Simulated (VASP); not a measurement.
# GaGe3 in VASP: further runs

GaGe3 is run at these levels: PBEsol, PBE; tasks: single point.

Program: VASP 6.6.1. These are calculated values, not measurements. Logs are shortened: lines on timing, memory, paths and dates and some standing lists are left out, and cuts for length are marked.

## Step 1: The cell of the first run

It takes space group Pm-3m (No. 221, cubic). Conventional cell: a = 4.362 Å, b = 4.362 Å, c = 4.362 Å, α = 90.00°, β = 90.00°, γ = 90.00°. Ge (site symmetry 4/mmm) has 8 Ge at 3.08 Å and 4 Ga at 3.08 Å within 4.1 Å. Ga (site symmetry m-3m) has 12 Ge at 3.08 Å within 4.1 Å.

## Step 2: Single point, PBEsol

Contents of INCAR:

```
SYSTEM = GaGe3
ALGO = Normal
EDIFF = 1E-6
ENCUT = 520
GGA = PS
ISIF = 2
ISMEAR = -1
LASPH = .TRUE.
LCHARG = .FALSE.
LREAL = .FALSE.
LWAVE = .FALSE.
NBANDS = 36
NELM = 60
PREC = Accurate
SIGMA = 0.05
```

Contents of KPOINTS:

```
k-points
0
G
  6 6 6
  0 0 0
```

Contents of POSCAR:

```
GaGe3
1.0
    4.3623787939      0.0000000000      0.0000000000
    0.0000000000      4.3623787939      0.0000000000
    0.0000000000      0.0000000000      4.3623787939
Ge Ga
3 1
Direct
    0.5000000000      0.5000000000      0.0000000000
    0.5000000000      0.0000000000      0.5000000000
    0.0000000000      0.5000000000      0.5000000000
    0.0000000000      0.0000000000      0.0000000000
```

Potentials or basis: VASP PAW PBE potentials, release 64 (Ge_d, Ga_d).

The run is started by

```
$ cat potpaw_PBE.64/Ge_d/POTCAR potpaw_PBE.64/Ga_d/POTCAR > POTCAR
$ mpirun -np 1 vasp_std > vasp.out
```

OUTCAR:

```text
SYSTEM = GaGe3
   EDIFF = 1E-6
   ENCUT = 520
   GGA = PS
   ISIF = 2
   ISMEAR = -1
   LASPH = .TRUE.
   LREAL = .FALSE.
   NELM = 60
   PREC = Accurate

 ion  position               nearest neighbor table
   1  0.500  0.500  0.000-
   2  0.500  0.000  0.500-
   3  0.000  0.500  0.500-
   4  0.000  0.000  0.000-

  LATTYP: Found a simple cubic cell.
 ALAT       =     4.3623787939

  Lattice vectors:

 A1 = (   4.3623787939,   0.0000000000,   0.0000000000)
 A2 = (   0.0000000000,   4.3623787939,   0.0000000000)
 A3 = (   0.0000000000,   0.0000000000,   4.3623787939)

Analysis of symmetry for initial positions (statically):
=====================================================================
 Subroutine PRICEL returns:
 Original cell was already a primitive cell.

 Routine SETGRP: Setting up the symmetry group for a
 simple cubic supercell.

 Subroutine GETGRP returns: Found 48 space group operations
 (whereof 48 operations were pure point group operations)
 out of a pool of 48 trial point group operations.

The static configuration has the point symmetry O_h .

Analysis of symmetry for dynamics (positions and initial velocities):
=====================================================================
 Subroutine PRICEL returns:
 Original cell was already a primitive cell.

 Routine SETGRP: Setting up the symmetry group for a
 simple cubic supercell.

 Subroutine GETGRP returns: Found 48 space group operations
 (whereof 48 operations were pure point group operations)
 out of a pool of 48 trial point group operations.

The dynamic configuration has the point symmetry O_h .

 Subroutine INISYM returns: Found 48 space group operations
 (whereof 48 operations are pure point group operations),
 and found     1 'primitive' translations

----------------------------------------------------------------------------------------

                                     Primitive cell

  volume of cell :      83.0176

  direct lattice vectors                    reciprocal lattice vectors
     4.362378794  0.000000000  0.000000000     0.229232730  0.000000000  0.000000000
     0.000000000  4.362378794  0.000000000     0.000000000  0.229232730  0.000000000
     0.000000000  0.000000000  4.362378794     0.000000000  0.000000000  0.229232730

  length of vectors
     4.362378794  4.362378794  4.362378794     0.229232730  0.229232730  0.229232730

  position of ions in fractional coordinates (direct lattice)
     0.500000000  0.500000000  0.000000000
     0.500000000  0.000000000  0.500000000
     0.000000000  0.500000000  0.500000000
     0.000000000  0.000000000  0.000000000

  ion indices of the primitive-cell ions
   primitive index   ion index
                 1           1
                 2           2
                 3           3
                 4           4

----------------------------------------------------------------------------------------

 KPOINTS: k-points

Automatic generation of k-mesh.
 Grid dimensions read from file:
 generate k-points for:    6    6    6

 Generating k-lattice:

  Cartesian coordinates                     Fractional coordinates (reciprocal lattice)
     0.038205455  0.000000000  0.000000000     0.166666667  0.000000000  0.000000000
     0.000000000  0.038205455  0.000000000     0.000000000  0.166666667  0.000000000
     0.000000000  0.000000000  0.038205455     0.000000000  0.000000000  0.166666667

  Length of vectors
     0.038205455  0.038205455  0.038205455

  Shift w.r.t. Gamma in fractional coordinates (k-lattice)
     0.000000000  0.000000000  0.000000000

 Subroutine IBZKPT returns following result:
 ===========================================

 Found     20 irreducible k-points:

 Following reciprocal coordinates:
            Coordinates               Weight
  0.000000  0.000000  0.000000      1.000000
  0.166667  0.000000  0.000000      6.000000
  0.333333  0.000000  0.000000      6.000000
  0.500000  0.000000  0.000000      3.000000
  0.166667  0.166667  0.000000     12.000000
  0.333333  0.166667  0.000000     24.000000
[... 12 lines left out ...]
  0.500000  0.500000  0.333333      6.000000
  0.500000  0.500000  0.500000      1.000000
   k-points           NKPTS =     20   k-points in BZ     NKDIM =     20   number of bands    NBANDS=     36
   number of dos      NEDOS =    301   number of ions     NIONS =      4
   total plane-waves  NPLWV =  32768
   dimension x,y,z NGX =    32 NGY =   32 NGZ =   32
   dimension x,y,z NGXF=    64 NGYF=   64 NGZF=   64
   ions per type =               3   1
   NGX,Y,Z   is equivalent  to a cutoff of  12.19, 12.19, 12.19 a.u.
   NGXF,Y,Z  is equivalent  to a cutoff of  24.39, 24.39, 24.39 a.u.
 SYSTEM =  GaGe3
   PREC   = accura    normal or accurate (medium, high low for compatibility)
   ISTART =      0    job   : 0-new  1-cont  2-samecut
   ICHARG =      2    charge: 1-file 2-atom 10-const
   ISPIN  =      1    spin polarized calculation?
   LNONCOLLINEAR =      F non collinear calculations
   LSORBIT =      F    spin-orbit coupling
   LASPH  =      T    aspherical Exc in radial PAW
   ENCUT  =  520.0 eV  38.22 Ry    6.18 a.u.   8.11  8.11  8.11*2*pi/ulx,y,z
   NELM   =     60;   NELMIN=  2; NELMDL= -5     # of ELM steps
   EDIFF  = 0.1E-05   stopping-criterion for ELM
   LREAL  =      F    real-space projection
   EDIFFG = 0.1E-04   stopping-criterion for IOM
   NSW    =      0    number of steps for IOM
   IBRION =     -1    ionic relax: 0-MD 1-quasi-New 2-CG
   NFREE  =      0    steps in history (QN), initial steepest desc. (CG)
   ISIF   =      2    stress and relaxation
   ISYM   =      2    0-nonsym 1-usesym 2-fastsym
   POTIM  = 0.5000    time-step for ionic-motion
   TEBEG  =    0.0;   TEEND  =   0.0 temperature during run
   PSTRESS=    0.0 pullay stress
   NELECT =      55.0000    total number of electrons
   NUPDOWN=      -1.0000    fix difference up-down
   EMIN   =  10.00;   EMAX   =-10.00  energy-range for DOS
   EFERMI =   0.00;   METHOD = LEGACY
   ISMEAR =    -1;   SIGMA  =   0.05  broadening in eV -4-tet -1-fermi 0-gaus
   EFERMI_NEDOS =   21; number of points for ismear=-14 and -15
   IALGO  =     38    algorithm
   IMIX   =      4    mixing-type and parameters
     AMIX     =   0.40;   BMIX     =  1.00
     AMIX_MAG =   1.60;   BMIX_MAG =  1.00
  volume/ion in A,a.u.               =      20.75       140.06
  Fermi-wavevector in a.u.,A,eV,Ry     =   1.427159  2.696939 27.712112  2.036783
  Thomas-Fermi vector in A             =   2.547359
   LORBIT       =      0    0 simple, 1 ext, 2 COOP (PROOUT), +10 PAW based schemes
   GGA     = PS    functional components
   LHFCALC =     F    Hartree Fock is set to
   AEXX    =    0.0000 exact exchange contribution
   IVDW    =     0    specifies the selected vdW correction
   LEPSILON=     F    determine dielectric tensor
   LRPA    =     F    only Hartree local field effects (RPA)
 non-spin polarized calculation
  energy-cutoff  :      520.00
  volume of cell :       83.02
 maximum number of plane-waves:      2272
   NGX = 17   NGY = 17   NGZ = 17

 number of electron      54.9999997 magnetization

 Free energy of the ion-electron system (eV)
  ---------------------------------------------------
  ext. energy  EPLUGINS =         0.00000000
  ---------------------------------------------------
  free energy    TOTEN  =       -17.06944848 eV

  energy without entropy =      -17.04741216  energy(sigma->0) =      -17.05843032

 E-fermi :   5.4179     XC(G=0): -10.8949

 val. band max:        5.3751210111   @ k =   0.1667   0.1667   0.0000
 cond. band min:       5.4496825202   @ k =   0.3333   0.3333   0.0000
 fundamental gap:      0.0745615091
 Fermi energy:         5.4179081961

 k-point     1 :       0.0000    0.0000    0.0000
  band No.  band energies     occupation
      1     -19.2716      2.00000
      2     -19.2716      2.00000
      3     -19.2716      2.00000
      4     -19.2617      2.00000
      5     -19.2357      2.00000
      6     -19.2357      2.00000
[... 28 lines left out ...]
     35      11.8413      0.00000
     36      12.1415      0.00000

 k-point     2 :       0.1667    0.0000    0.0000
  band No.  band energies     occupation
      1     -19.2707      2.00000
      2     -19.2650      2.00000
      3     -19.2650      2.00000
      4     -19.2575      2.00000
      5     -19.2353      2.00000
      6     -19.2320      2.00000
[... 28 lines left out ...]
     35      12.5485      0.00000
     36      13.2115      0.00000

 k-point     3 :       0.3333    0.0000    0.0000
  band No.  band energies     occupation
      1     -19.2687      2.00000
      2     -19.2471      2.00000
      3     -19.2468      2.00000
      4     -19.2468      2.00000
      5     -19.2340      2.00000
      6     -19.2226      2.00000
[... 28 lines left out ...]
     35      11.9454      0.00000
     36      11.9455      0.00000

 k-point     4 :       0.5000    0.0000    0.0000
  band No.  band energies     occupation
      1     -19.2676      2.00000
      2     -19.2400      2.00000
      3     -19.2323      2.00000
      4     -19.2272      2.00000
      5     -19.2272      2.00000
      6     -19.2171      2.00000
[... 28 lines left out ...]
     35      10.9607      0.00000
     36      10.9607      0.00000

 k-point     5 :       0.1667    0.1667    0.0000
  band No.  band energies     occupation
      1     -19.2658      2.00000
      2     -19.2623      2.00000
      3     -19.2613      2.00000
      4     -19.2525      2.00000
      5     -19.2333      2.00000
      6     -19.2293      2.00000
[... 499 lines left out ...]
 k-point    18 :       0.5000    0.3333    0.3333
  band No.  band energies     occupation
      1     -19.2473      2.00000
      2     -19.2421      2.00000
      3     -19.2414      2.00000
      4     -19.2400      2.00000
      5     -19.2382      2.00000
      6     -19.2374      2.00000
[... 28 lines left out ...]
     35      12.2044      0.00000
     36      12.5864      0.00000

 k-point    19 :       0.5000    0.5000    0.3333
  band No.  band energies     occupation
      1     -19.2440      2.00000
      2     -19.2440      2.00000
      3     -19.2425      2.00000
      4     -19.2412      2.00000
      5     -19.2397      2.00000
      6     -19.2397      2.00000
[... 28 lines left out ...]
     35      13.0503      0.00000
     36      13.0503      0.00000

 k-point    20 :       0.5000    0.5000    0.5000
  band No.  band energies     occupation
      1     -19.2451      2.00000
      2     -19.2451      2.00000
      3     -19.2451      2.00000
      4     -19.2439      2.00000
      5     -19.2426      2.00000
      6     -19.2426      2.00000
[... 28 lines left out ...]
     35      13.4955      0.00000
     36      13.4955      0.00000

------------------------ aborting loop because EDIFF is reached ----------------------------------------

  FORCE on cell =-STRESS in cart. coord.  units (eV):
  Direction    XX          YY          ZZ          XY          YZ          ZX
  --------------------------------------------------------------------------------------
  -------------------------------------------------------------------------------------
  Total       -3.0966705     -3.0966705     -3.0966705     -0.0000000     -0.0000000     -0.0000000
  in kB      -59.7634229    -59.7634229    -59.7634229     -0.0000000     -0.0000000     -0.0000000
  external PRESSURE =     -59.7634229 kB  Pullay stress =       0.0000000 kB

 VOLUME and BASIS-vectors are now :
 -----------------------------------------------------------------------------
  energy-cutoff  :      520.00
  volume of cell :       83.02
      direct lattice vectors                 reciprocal lattice vectors
     4.362378794  0.000000000  0.000000000     0.229232730  0.000000000  0.000000000
     0.000000000  4.362378794  0.000000000     0.000000000  0.229232730  0.000000000
     0.000000000  0.000000000  4.362378794     0.000000000  0.000000000  0.229232730

 POSITION                                       TOTAL-FORCE (eV/Angst)
 -----------------------------------------------------------------------------------
      2.18119      2.18119      0.00000         0.000000      0.000000      0.000000
      2.18119      0.00000      2.18119         0.000000      0.000000      0.000000
      0.00000      2.18119      2.18119         0.000000      0.000000      0.000000
      0.00000      0.00000      0.00000         0.000000      0.000000      0.000000
 -----------------------------------------------------------------------------------
    total drift:                                0.000000     -0.000000     -0.000000

  FREE ENERGIE OF THE ION-ELECTRON SYSTEM (eV)
  ---------------------------------------------------
  free  energy   TOTEN  =       -17.0694484804 eV

  energy  without entropy=      -17.0474121619  energy(sigma->0) =      -17.05843032
```

Run time: 18 s. Hardware: 1 thread of AMD EPYC 9R45 (Zen 5), shared host; peak memory 0.17 GiB.

Results:

- Free energy: -17.0694 eV
- Pressure: -6.0 GPa

Levels at points of the mesh, in eV from the Fermi level:
```tsv
k point	band 26	band 27	band 28	band 29	band 30	band 31
(0.00, 0.00, 0.00)	-3.53	-3.38	2.48	2.48	2.48	3.40
(0.50, 0.00, 0.00)	-1.77	-1.18	-1.18	0.04	0.30	3.98
(0.50, 0.50, 0.00)	-0.25	-0.25	0.11	0.28	0.28	0.53
(0.50, 0.50, 0.50)	-4.58	-4.58	-4.58	6.21	6.21	6.26
```

Caveat: the PAW data sets were made with another functional, which shifts forces and pressure a little.

[end of part 1 of 2]
